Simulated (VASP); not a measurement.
A run of VASP 6.6.1:

The input POSCAR:

```
La
1.0
   -2.1235768607      2.1235768607      2.1235768607
    2.1235768607     -2.1235768607      2.1235768607
    2.1235768607      2.1235768607     -2.1235768607
La
1
Direct
    0.0000000000      0.0000000000      0.0000000000
```

File INCAR.step1:

```
ALGO = Normal ; EDIFF = 1E-4
ENCUT = 520 ; GGA = PE
ISMEAR = -1 ; ISPIN = 2
LASPH = T ; LCHARG = F
LMAXMIX = 6 ; LREAL = F
LWAVE = T ; MAGMOM = 1
NBANDS = 16 ; NELM = 150
PREC = Accurate ; SIGMA = 0.05
```

INCAR.step2

```
ALGO = Normal ; EDIFF = 1E-6
ENCUT = 520 ; ISIF = 2
ISMEAR = -1 ; ISPIN = 2
ISTART = 1 ; LASPH = T
LCHARG = T ; LELF = T
LMAXMIX = 6 ; LMIXTAU = T
LORBIT = 11 ; LREAL = F
LVHAR = T ; LWAVE = F
MAGMOM = 1 ; METAGGA = R2SCAN
NBANDS = 16 ; NELM = 150
PREC = Accurate ; SIGMA = 0.05
```

KPOINTS

```
k-points
0
Gamma
  11 11 11
```

Potentials or basis: VASP PAW PBE potentials, release 64 (La).

Command:

```bash
$ cat potpaw_PBE.64/La/POTCAR > POTCAR
$ cp INCAR.step1 INCAR
$ mpirun -np 1 vasp_std > vasp.out
$ cp INCAR.step2 INCAR
$ mpirun -np 1 vasp_std > vasp.out
```

Hardware: 1 thread of AMD EPYC 9R45 96-Core Processor (Zen 5), with other jobs on the host.

Question: How long does it take, and how much memory?

Answer: Run time: 3.2 min on 1 thread of AMD EPYC 9R45 96-Core Processor (Zen 5), with other jobs on the host, peak memory 0.2 GiB. Counts: k points 56.
